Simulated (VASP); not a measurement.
A run of VASP 6.6.1 is set up as follows.

The input INCAR:

```
  PREC = Accurate
  ENCUT = 520
  EDIFF = 1E-6
  ISMEAR = -1
  SIGMA = 0.05
  LREAL = F
  LASPH = T
  NELM = 100
  ALGO = Fast
  ISIF = 2
  LWAVE = F
  LCHARG = T
  GGA = CA
  LELF = T
  LVHAR = T
  NBANDS = 18
```

Contents of KPOINTS:

```
regular mesh
0
Gamma
  10 10 6
```

The input POSCAR:

```
Au
1.0
    2.7965925888      0.0000000000      0.0000000000
   -0.0128683956      2.8012516386      0.0000000000
   -1.1302545584     -1.1774549423      4.8909659635
Au
2
Direct
    0.6728620000      0.6659620000      0.2740550000
    0.3271380000      0.3340380000      0.7259450000
```

Potentials or basis: VASP PAW LDA potentials, release 64 (Au).

Launch:

```console
$ cat potpaw_LDA.64/Au/POTCAR > POTCAR
$ mpirun -np 1 vasp_std > vasp.out
```

**Question.** Predict the largest force.

**Answer.** 0.135 eV/Å.

**Question.** Estimate the band gap on the k mesh.

**Answer.** Zero (band 11 reaches 10.60 eV, above the bottom of band 12 at 5.64 eV).

**Question.** Estimate the pressure.

**Answer.** -9.4 GPa.

Forces in eV/Å, atoms in the order of the input:
```
Au   0.020  0.018  0.133
Au  -0.020 -0.018 -0.133
```

Caveat: spin-orbit coupling is left out, which moves the levels of the heavy elements.
